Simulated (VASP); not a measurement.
**Mg2C3: single point with PBEsol**

Mg2C3:

```
CELL_PARAMETERS angstrom
2.47107 -2.41360 -0.02576
2.47107 2.41360 -0.02576
-1.30713 0.00000 4.98648
ATOMIC_POSITIONS crystal
Mg 0.81116 0.81116 0.19465
Mg 0.18884 0.18884 0.80535
C 0.30523 0.30523 0.26385
C 0.69477 0.69477 0.73615
C 0.50000 0.50000 0.50000
```

This cell differs from its parent crystal: volume scaled by 1.10, then relaxed in part.

```json
{
  "Program": "VASP 6.6.1",
  "Task": "single point",
  "Functional": "PBEsol",
  "Potentials or basis": "VASP PAW PBE potentials, release 64 (Mg, C)",
  "Cutoff": "520 eV",
  "k mesh": "8 × 8 × 6",
  "Occupations": "gaussian, width 0.02 eV",
  "Spin": "no spin polarisation",
  "Dipole correction": "no",
  "Further INCAR settings": "ALGO = Normal; EDIFF = 1e-06; NBANDS = 16"
}
```

The pressure is -8.7 GPa. The largest force is 0.070 eV/Å. The band gap on the k mesh is 1.45 eV, indirect (least direct gap 2.14 eV).

Forces in eV/Å, atoms in the order of the input:
```
Mg   0.000  0.000 -0.011
Mg   0.000  0.000  0.011
C   -0.031  0.000 -0.063
C    0.031  0.000  0.063
C    0.000  0.000  0.000
```

Stress tensor (GPa, compression positive):
```
-8.79  0.00  0.24
 0.00 -8.88  0.00
 0.24  0.00 -8.35
```

Levels at points of the mesh, in eV from the valence-band top:
```csv
k point,band 4,band 5,band 6,band 7,band 8,band 9,band 10,band 11,band 12,band 13
"(0.00, 0.00, 0.00)",-4.08,-3.43,-3.05,-1.42,-0.69,2.57,3.23,4.08,6.69,7.27
"(0.50, 0.00, 0.00)",-5.17,-4.71,-3.27,-3.10,-0.14,3.00,4.28,5.52,5.80,7.21
"(0.50, 0.50, 0.00)",-5.63,-5.31,-3.76,-2.41,-1.18,1.55,1.55,2.83,5.28,8.67
"(0.00, 0.00, 0.50)",-4.40,-3.83,-3.60,-1.00,0.00,3.10,3.24,3.44,5.47,6.18
"(0.50, 0.00, 0.50)",-6.27,-4.06,-3.23,-1.40,-0.23,1.90,3.79,5.20,5.88,6.53
"(0.50, 0.50, 0.50)",-5.67,-5.08,-3.95,-2.88,-2.00,1.88,2.83,5.24,5.62,7.06
```

Run time: 100 s on 1 thread of Intel Xeon 6975P-C (shared host), peak memory 0.25 GiB.

Caveat: the PAW data sets were made with another functional, which shifts forces and pressure a little. A k mesh can miss the band edges.
